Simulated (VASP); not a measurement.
A run of VASP 6.6.1:

POSCAR

```
BaTiO3
1.0
    4.0147626900      0.0000000000      0.0000000000
    0.0000000000      4.0147626900      0.0000000000
    0.0000000000      0.0000000000      8.0295253800
Ba Ti O
2 2 6
Direct
    0.0000000000      0.0000000000      0.0000000000
    0.0000000000      0.0000000000      0.5000000000
    0.5000000000      0.5000000000      0.2500000000
    0.5000000000      0.5000000000      0.7500000000
    0.5000000000      0.5000000000      0.0000000000
    0.5000000000      0.5000000000      0.5000000000
    0.0000000000      0.5000000000      0.2500000000
    0.0000000000      0.5000000000      0.7500000000
    0.5000000000      0.0000000000      0.2500000000
    0.5000000000      0.0000000000      0.7500000000
```

Contents of INCAR.step1:

```
SYSTEM = BaTiO3
PREC     = Accurate       ! precision mode
ENCUT    = 520            ! plane-wave cutoff, eV
ISMEAR   = 1              ! smearing method
SIGMA    = 0.0173         ! smearing width, eV
LREAL    = .FALSE.        ! projectors in reciprocal space
LASPH    = .TRUE.         ! aspherical terms in the spheres
NELM     = 150            ! most SCF steps
ISPIN    = 2              ! spin polarisation
MAGMOM   = 0 0 0 0 0 0 0 0 0 0 ! initial moments
LMAXMIX  = 4              ! l up to which the mixer works
NBANDS   = 55             ! bands
GGA      = PE             ! functional
ALGO     = Normal         ! electronic algorithm
EDIFF    = 1E-4           ! SCF threshold, eV
LWAVE    = .TRUE.         ! write WAVECAR
LCHARG   = .FALSE.        ! write CHGCAR
```

File INCAR.step2:

```
SYSTEM = BaTiO3
PREC     = Accurate       ! precision mode
ENCUT    = 520            ! plane-wave cutoff, eV
EDIFF    = 1E-7           ! SCF threshold, eV
ISMEAR   = 1              ! smearing method
SIGMA    = 0.0173         ! smearing width, eV
LREAL    = .FALSE.        ! projectors in reciprocal space
LASPH    = .TRUE.         ! aspherical terms in the spheres
NELM     = 150            ! most SCF steps
ALGO     = Normal         ! electronic algorithm
ISIF     = 2              ! what is computed and relaxed
LWAVE    = .FALSE.        ! write WAVECAR
LCHARG   = .TRUE.         ! write CHGCAR
ISPIN    = 2              ! spin polarisation
MAGMOM   = 0 0 0 0 0 0 0 0 0 0 ! initial moments
LORBIT   = 11             ! projections on sites
LMAXMIX  = 4              ! l up to which the mixer works
METAGGA  = R2SCAN         ! meta-GGA
LMIXTAU  = .TRUE.       
LELF     = .TRUE.         ! ELF
LVHAR    = .TRUE.       
NBANDS   = 55             ! bands
ISTART   = 1
```

The input KPOINTS:

```
regular mesh
0
G
  6 6 3
  0 0 0
```

Potentials or basis: VASP PAW PBE potentials, release 64 (Ba_sv, Ti_sv, O).

Run with:

```sh
$ cat potpaw_PBE.64/Ba_sv/POTCAR potpaw_PBE.64/Ti_sv/POTCAR potpaw_PBE.64/O/POTCAR > POTCAR
$ cp INCAR.step1 INCAR
$ mpirun -np 1 vasp_std > vasp.out
$ cp INCAR.step2 INCAR
$ mpirun -np 1 vasp_std > vasp.out
```

Hardware: 1 thread of AMD EPYC 9R45 96-Core Processor (Zen 5), on a shared host.

**Question.** How long does it take, and how much memory?

**Answer.** Wall time 12 min on 1 thread of AMD EPYC 9R45 96-Core Processor (Zen 5), on a shared host, peak memory 0.39 GiB. Counts: k points 20.
